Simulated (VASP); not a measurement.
KI:

```
CELL_PARAMETERS angstrom
4.29094 0.00000 0.00000
0.00000 4.29094 0.00000
0.00000 0.00000 4.29094
ATOMIC_POSITIONS crystal
K 0.00000 0.00000 0.00000
I 0.50000 0.50000 0.50000
```

Base run:

```yaml
Program: VASP 6.6.1
Functional: PBE
Potentials_or_basis: VASP PAW PBE potentials, release 64 (K_sv, I)
Cutoff: 500 eV
k_mesh: 4 × 4 × 4
Occupations: methfessel-paxton, width 0.5 eV
Spin: no spin polarisation
```

Its results: band gap on the k mesh 3.33 eV, indirect (least direct gap 3.69 eV); pressure 0.5 GPa.

Question: After a change of settings the same cell gave: band gap on the k mesh 4.30 eV, indirect (least direct gap 4.69 eV); pressure 0.3 GPa. Which change was it?
A. k mesh from 4 × 4 × 4 to 2 × 2 × 2; occupations from methfessel-paxton, width 0.5 eV to gaussian, width 0.01 eV
B. occupations from methfessel-paxton, width 0.5 eV to fermi-dirac, width 0.5 eV
C. functional from PBE to HSE06; cutoff from 500 eV to 520 eV; occupations from methfessel-paxton, width 0.5 eV to methfessel-paxton, width 0.05 eV
D. cutoff from 500 eV to 520 eV; occupations from methfessel-paxton, width 0.5 eV to gaussian, width 0.01 eV; further incar settings from ALGO = Normal; EDIFF = 1e-06; NBANDS = 15 to ALGO = Normal; EDIFF = 1e-07; NBANDS = 15

Answer: C.

Caveats: spin-orbit coupling is left out, which moves the levels of the heavy elements; the PAW data sets were made with another functional, which shifts forces and pressure a little (some runs).
